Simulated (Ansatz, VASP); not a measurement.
## Two plane-wave programs on WSe2

File POSCAR:

```
WSe2
1.0
    3.2039016103      0.0000000000      0.0000000000
   -1.6019508051      2.7746601857      0.0000000000
    0.0000000000      0.0000000000      7.1842669523
W Se
1 2
Direct
    0.0000000000      0.0000000000      0.0000000000
    0.3333333333      0.6666666667      0.2366526854
    0.3333333333      0.6666666667      0.7633473146
```

INCAR.step1

```
PREC = Accurate ; ENCUT = 520
ISMEAR = 0 ; SIGMA = 0.01
LREAL = False ; LASPH = True
NELM = 80 ; NBANDS = 20
GGA = PE ; ALGO = Normal
EDIFF = 1E-4 ; LWAVE = True
LCHARG = False
```

The input INCAR.step2:

```
PREC = Accurate ; ENCUT = 520
EDIFF = 1E-7 ; ISMEAR = 0
SIGMA = 0.01 ; LREAL = False
LASPH = True ; NELM = 80
ALGO = Normal ; ISIF = 2
LWAVE = False ; LCHARG = True
METAGGA = R2SCAN ; LMIXTAU = True
LELF = True ; LVHAR = True
NBANDS = 20 ; ISTART = 1
```

Contents of KPOINTS:

```
regular mesh
0
Gamma
  12 12 4
```

Input for Ansatz:

```yaml
crystal:
  lattice:
    - [3.2039016103, 0.0, 0.0]
    - [-1.6019508051, 2.7746601857, 0.0]
    - [0.0, 0.0, 7.1842669523]
  atoms:
    - { symbol: W, position: [0.0, 0.0, 0.0] }
    - { symbol: Se, position: [0.3333333333, 0.6666666667, 0.2366526854] }
    - { symbol: Se, position: [0.3333333333, 0.6666666667, 0.7633473146] }
kpoints:
  mp_grid: { grid: [12, 12, 4] }
  band_path:
    path:
      - [0.0, 0.0, 0.0]
      - [0.5, 0.0, 0.0]
      - [0.3333333333, 0.3333333333, 0.0]
      - [0.0, 0.0, 0.5]
      - [0.5, 0.0, 0.5]
      - [0.3333333333, 0.3333333333, 0.5]
      - [0.177083, 0.177083, 0.0]
    npoints: 1
hamiltonian:
  xc: r2scan
scf:
  occupations: { method: fixed }
  n_extra_bands: 4
output:
  forces: true
  stress: true
  eigenvalues: true
  write_density: true
  write_potential: true
  elf: true
  volumetric_format: npy
```

Change from the starting cell: biaxial_xy strain -2.8%.

Alike in both runs: task single point; functional r2SCAN; k mesh 12 × 12 × 4; no spin polarisation.

|  | VASP | Ansatz |
| --- | --- | --- |
| version | VASP 6.6.1 | Ansatz 0.2.0 |
| potentials or method | VASP PAW PBE potentials, release 64 (W_sv, Se) | plane waves, PAW |
| plane-wave cutoff (eV) | 520 | 500 |
| occupations | gaussian, width 0.01 eV | fixed |
| valence electrons in the cell | 26 | 46 |

|  | VASP | Ansatz | Ansatz less VASP |
| --- | --- | --- | --- |
| gap on the k mesh at the Fermi level (eV) | 1.35 | 1.35 | +0.002 |
| pressure (GPa) | 6.5 | 6.1 | -0.37 |
| traceless stress, the component that is largest in VASP (GPa) | -4.61 | -4.65 | -0.049 |
| rms of the force components (eV/Å) | 0.012 | 0.012 | +0.0003 |

VASP's potentials were made for PBE, not for r2SCAN. Atom by atom the forces differ by 0.024 eV/Å (rms over components). VASP's potentials hold 26 valence electrons a cell and Ansatz's 46, so a difference there can come from the potentials and not from the codes.

Spin-orbit coupling is off throughout.
